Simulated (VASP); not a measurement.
# W (R-3m) in VASP: further runs

The runs below take W through electric field gradients, with PBE.

All numbers are computed with VASP 6.6.1; they aren't measurements. Logs are shortened: lines on timing, memory, paths and dates and some standing lists are left out, and cuts for length are marked.

### Step 1. The cell of the first run

It takes space group R-3m (No. 166, trigonal). The conventional cell has a = 2.885 Å, b = 2.885 Å, c = 6.962 Å, α = 90.00°, β = 90.00°, γ = 120.00°. Within 3.8 Å of W (site symmetry -3m) lie 12 W at 2.86 to 2.89 Å.

### Step 2. Electric field gradients, PBE (equal xy, yz and zx shear strains of -1 %)

Contents of INCAR:

```
SYSTEM = W
PREC = Accurate ; ENCUT = 520
EDIFF = 1E-8 ; ISMEAR = -1
SIGMA = 0.05 ; LREAL = .False.
LASPH = .True. ; NELM = 100
ALGO = Normal ; ISIF = 2
LWAVE = .False. ; LCHARG = .False.
GGA = PE ; LEFG = .True.
NBANDS = 13
```

Contents of KPOINTS:

```
Automatic mesh
0
Gamma
  14 14 14
  0 0 0
```

Contents of POSCAR:

```
W
1.0
   -0.0203000000      2.0198500000      2.0198500000
    2.0198500000     -0.0203000000      2.0198500000
    2.0198500000      2.0198500000     -0.0203000000
W
1
Direct
    0.0000000000      0.0000000000      0.0000000000
```

Potentials or basis: VASP PAW PBE potentials, release 64 (W_sv).

Run with:

```
$ cat potpaw_PBE.64/W_sv/POTCAR > POTCAR
$ mpirun -np 1 vasp_std > vasp.out
```

OUTCAR:

```text
SYSTEM = W
   PREC = Accurate
   ENCUT = 520
   EDIFF = 1E-8
   ISMEAR = -1
   LREAL = .False.
   LASPH = .True.
   NELM = 100
   ISIF = 2
   GGA = PE

 ion  position               nearest neighbor table
   1  0.000  0.000  0.000-

  LATTYP: Found a trigonal (rhomboedric) cell.
 ALAT       =     2.8565713950
 COS(alpha) =     0.4899250057

  Lattice vectors:

 A1 = (  -0.0203000000,   2.0198500000,   2.0198500000)
 A2 = (   2.0198500000,  -0.0203000000,   2.0198500000)
 A3 = (   2.0198500000,   2.0198500000,  -0.0203000000)

Analysis of symmetry for initial positions (statically):
=====================================================================
 Subroutine PRICEL returns:
 Original cell was already a primitive cell.

 Routine SETGRP: Setting up the symmetry group for a
 trigonal (rhombohedral) supercell.

 Subroutine GETGRP returns: Found 12 space group operations
 (whereof 12 operations were pure point group operations)
 out of a pool of 12 trial point group operations.

The static configuration has the point symmetry D_3d.

Analysis of symmetry for dynamics (positions and initial velocities):
=====================================================================
 Subroutine PRICEL returns:
 Original cell was already a primitive cell.

 Routine SETGRP: Setting up the symmetry group for a
 trigonal (rhombohedral) supercell.

 Subroutine GETGRP returns: Found 12 space group operations
 (whereof 12 operations were pure point group operations)
 out of a pool of 12 trial point group operations.

The dynamic configuration has the point symmetry D_3d.

 Subroutine INISYM returns: Found 12 space group operations
 (whereof 12 operations are pure point group operations),
 and found     1 'primitive' translations

----------------------------------------------------------------------------------------

                                     Primitive cell

  volume of cell :      16.7296

  direct lattice vectors                    reciprocal lattice vectors
    -0.020300000  2.019850000  2.019850000    -0.243842241  0.246317796  0.246317796
     2.019850000 -0.020300000  2.019850000     0.246317796 -0.243842241  0.246317796
     2.019850000  2.019850000 -0.020300000     0.246317796  0.246317796 -0.243842241

  length of vectors
     2.856571395  2.856571395  2.856571395     0.425210480  0.425210480  0.425210480

  position of ions in fractional coordinates (direct lattice)
     0.000000000  0.000000000  0.000000000

  ion indices of the primitive-cell ions
   primitive index   ion index
                 1           1

----------------------------------------------------------------------------------------

 KPOINTS: Automatic mesh

Automatic generation of k-mesh.
 Grid dimensions read from file:
 generate k-points for:   14   14   14

 Generating k-lattice:

  Cartesian coordinates                     Fractional coordinates (reciprocal lattice)
    -0.017417303  0.017594128  0.017594128     0.071428571 -0.000000000 -0.000000000
     0.017594128 -0.017417303  0.017594128    -0.000000000  0.071428571 -0.000000000
     0.017594128  0.017594128 -0.017417303    -0.000000000 -0.000000000  0.071428571

  Length of vectors
     0.030372177  0.030372177  0.030372177

  Shift w.r.t. Gamma in fractional coordinates (k-lattice)
     0.000000000  0.000000000  0.000000000

 Subroutine IBZKPT returns following result:
 ===========================================

 Found    288 irreducible k-points:

 Following reciprocal coordinates:
            Coordinates               Weight
  0.000000  0.000000  0.000000      1.000000
  0.071429  0.000000 -0.000000      6.000000
  0.142857 -0.000000 -0.000000      6.000000
  0.214286  0.000000  0.000000      6.000000
  0.285714 -0.000000 -0.000000      6.000000
  0.357143 -0.000000 -0.000000      6.000000
[... 16 lines left out ...]
  0.214286  0.142857  0.000000     12.000000
  0.285714  0.142857 -0.000000     12.000000
 [... further k-points ...]
   k-points           NKPTS =    288   k-points in BZ     NKDIM =    288   number of bands    NBANDS=     13
   number of dos      NEDOS =    301   number of ions     NIONS =      1
   total plane-waves  NPLWV =  13824
   dimension x,y,z NGX =    24 NGY =   24 NGZ =   24
   dimension x,y,z NGXF=    48 NGYF=   48 NGZF=   48
   ions per type =               1
   NGX,Y,Z   is equivalent  to a cutoff of  13.97, 13.97, 13.97 a.u.
   NGXF,Y,Z  is equivalent  to a cutoff of  27.93, 27.93, 27.93 a.u.
 SYSTEM =  W
   PREC   = accura    normal or accurate (medium, high low for compatibility)
   ISTART =      0    job   : 0-new  1-cont  2-samecut
   ICHARG =      2    charge: 1-file 2-atom 10-const
   ISPIN  =      1    spin polarized calculation?
   LNONCOLLINEAR =      F non collinear calculations
   LSORBIT =      F    spin-orbit coupling
   LASPH  =      T    aspherical Exc in radial PAW
   ENCUT  =  520.0 eV  38.22 Ry    6.18 a.u.   5.31  5.31  5.31*2*pi/ulx,y,z
   NELM   =    100;   NELMIN=  2; NELMDL= -5     # of ELM steps
   EDIFF  = 0.1E-07   stopping-criterion for ELM
   LREAL  =      F    real-space projection
   EDIFFG = 0.1E-06   stopping-criterion for IOM
   NSW    =      0    number of steps for IOM
   IBRION =     -1    ionic relax: 0-MD 1-quasi-New 2-CG
   NFREE  =      0    steps in history (QN), initial steepest desc. (CG)
   ISIF   =      2    stress and relaxation
   ISYM   =      2    0-nonsym 1-usesym 2-fastsym
   POTIM  = 0.5000    time-step for ionic-motion
   TEBEG  =    0.0;   TEEND  =   0.0 temperature during run
   PSTRESS=    0.0 pullay stress
   NELECT =      14.0000    total number of electrons
   NUPDOWN=      -1.0000    fix difference up-down
   EMIN   =  10.00;   EMAX   =-10.00  energy-range for DOS
   EFERMI =   0.00;   METHOD = LEGACY
   ISMEAR =    -1;   SIGMA  =   0.05  broadening in eV -4-tet -1-fermi 0-gaus
   EFERMI_NEDOS =   21; number of points for ismear=-14 and -15
   IALGO  =     38    algorithm
   IMIX   =      4    mixing-type and parameters
     AMIX     =   0.40;   BMIX     =  1.00
     AMIX_MAG =   1.60;   BMIX_MAG =  1.00
  volume/ion in A,a.u.               =      16.73       112.90
  Fermi-wavevector in a.u.,A,eV,Ry     =   1.542727  2.915331 32.381949  2.380006
  Thomas-Fermi vector in A             =   2.648490
   LORBIT       =      0    0 simple, 1 ext, 2 COOP (PROOUT), +10 PAW based schemes
   GGA     = PE    functional components
   LHFCALC =     F    Hartree Fock is set to
   AEXX    =    0.0000 exact exchange contribution
   IVDW    =     0    specifies the selected vdW correction
   LEPSILON=     F    determine dielectric tensor
   LRPA    =     F    only Hartree local field effects (RPA)
 non-spin polarized calculation
  energy-cutoff  :      520.00
  volume of cell :       16.73
 maximum number of plane-waves:       465
 NGX is ok and might be reduce to    24
   NGX = 11   NGY = 11   NGZ = 11

 number of electron      14.0000001 magnetization

 Free energy of the ion-electron system (eV)
  ---------------------------------------------------
  ext. energy  EPLUGINS =         0.00000000
  ---------------------------------------------------
  free energy    TOTEN  =       -12.47686710 eV

  energy without entropy =      -12.46678684  energy(sigma->0) =      -12.47182697

 E-fermi :  10.2225     XC(G=0): -13.3286

 val. band max:       10.2140105858   @ k =   0.1429   0.0714   0.0000
 cond. band min:      10.2234194722   @ k =  -0.0714   0.0714   0.0714
 fundamental gap:      0.0094088864
 Fermi energy:        10.2224872197

 k-point     1 :       0.0000    0.0000    0.0000
  band No.  band energies     occupation
      1     -63.4858      2.00000
      2     -27.1518      2.00000
      3     -27.1518      2.00000
      4     -27.1149      2.00000
      5       1.3361      2.00000
      6       9.5999      1.99999
      7       9.5999      1.99999
      8       9.8725      1.99818
      9      12.7362      0.00000
     10      12.7362      0.00000
     11      22.9877      0.00000
     12      27.9861      0.00000
     13      27.9861      0.00000

 k-point     2 :       0.0714    0.0000   -0.0000
  band No.  band energies     occupation
      1     -63.4811      2.00000
      2     -27.2050      2.00000
      3     -27.1585      2.00000
      4     -27.1251      2.00000
      5       1.5530      2.00000
      6       9.4571      2.00000
      7       9.6932      1.99995
      8       9.9553      1.99048
      9      12.6478      0.00000
     10      12.6524      0.00000
     11      23.4187      0.00000
[... 339 lines left out ...]
 k-point    24 :       0.2857    0.1429   -0.0000
  band No.  band energies     occupation
      1     -63.4285      2.00000
      2     -27.6900      2.00000
      3     -27.2858      2.00000
      4     -27.2701      2.00000
      5       4.0092      2.00000
      6       7.9871      2.00000
      7       9.8482      1.99888
      8      10.9023      0.00000
      9      12.1305      0.00000
     10      13.7761      0.00000
     11      24.6761      0.00000
     12      27.5459      0.00000
     13      29.8314      0.00000

 [... further k-points ...]
[... 5 lines left out ...]
  --------------------------------------------------------------------------------------
  -------------------------------------------------------------------------------------
  Total       -0.4349054     -0.4349054     -0.4349054     -0.1789887     -0.1789887     -0.1789887
  in kB      -41.6504730    -41.6504730    -41.6504730    -17.1415724    -17.1415724    -17.1415724
  external PRESSURE =     -41.6504730 kB  Pullay stress =       0.0000000 kB

 VOLUME and BASIS-vectors are now :
 -----------------------------------------------------------------------------
  energy-cutoff  :      520.00
  volume of cell :       16.73
      direct lattice vectors                 reciprocal lattice vectors
    -0.020300000  2.019850000  2.019850000    -0.243842241  0.246317796  0.246317796
     2.019850000 -0.020300000  2.019850000     0.246317796 -0.243842241  0.246317796
     2.019850000  2.019850000 -0.020300000     0.246317796  0.246317796 -0.243842241

 POSITION                                       TOTAL-FORCE (eV/Angst)
 -----------------------------------------------------------------------------------
      0.00000      0.00000      0.00000         0.000000     -0.000000      0.000000
 -----------------------------------------------------------------------------------
    total drift:                                0.000000     -0.000000      0.000000

  FREE ENERGIE OF THE ION-ELECTRON SYSTEM (eV)
  ---------------------------------------------------
  free  energy   TOTEN  =       -12.4768670961 eV

  energy  without entropy=      -12.4667868399  energy(sigma->0) =      -12.47182697

 Electric field gradients (V/A^2)
---------------------------------------------------------------------
 ion       V_xx      V_yy      V_zz      V_xy      V_xz      V_yz
---------------------------------------------------------------------
   1      -0.000     0.000    -0.000    -3.466    -3.466    -3.466
---------------------------------------------------------------------

 Electric field gradients after diagonalization (V/A^2)
 (convention: |V_zz| > |V_xx| > |V_yy|)
----------------------------------------------------------------------
 ion       V_xx      V_yy      V_zz     asymmetry (V_yy - V_xx)/ V_zz
----------------------------------------------------------------------
   1       3.466     3.466    -6.933       0.000
----------------------------------------------------------------------

           NMR quadrupolar parameters

 Cq : quadrupolar parameter    Cq=e*Q*V_zz/h
 eta: asymmetry parameters     (V_yy - V_xx)/ V_zz
 Q  : nuclear electric quadrupole moment in mb (millibarn)
----------------------------------------------------------------------
 ion       Cq(MHz)       eta       Q (mb)
----------------------------------------------------------------------
   1      -0.017       0.000       1.000
----------------------------------------------------------------------
```

Wall time 35 s (1 thread of AMD EPYC 9R45 (Zen 5), shared host); peak memory 0.16 GiB.

What came out:

```yaml
Free_energy: -12.4769 eV
Pressure: -4.2 GPa
Band_gap_on_the_k_mesh: zero (band 7 reaches 13.17 eV, above the bottom of band 8 at 9.70 eV)
```

Electric field gradients, principal values (V/Å²):
```
atom  least  middle  greatest (by size)
 1 W  3.466   3.466              -6.933
```

Caveat: the cell differs from its parent crystal (equal xy, yz and zx shear strains of -1 %); without QUAD_EFG the Cq values of the log hold for a quadrupole moment of 1 mb, not for the nuclei; spin-orbit coupling is left out, which moves the levels of the heavy elements.

[end of part 1 of 2]
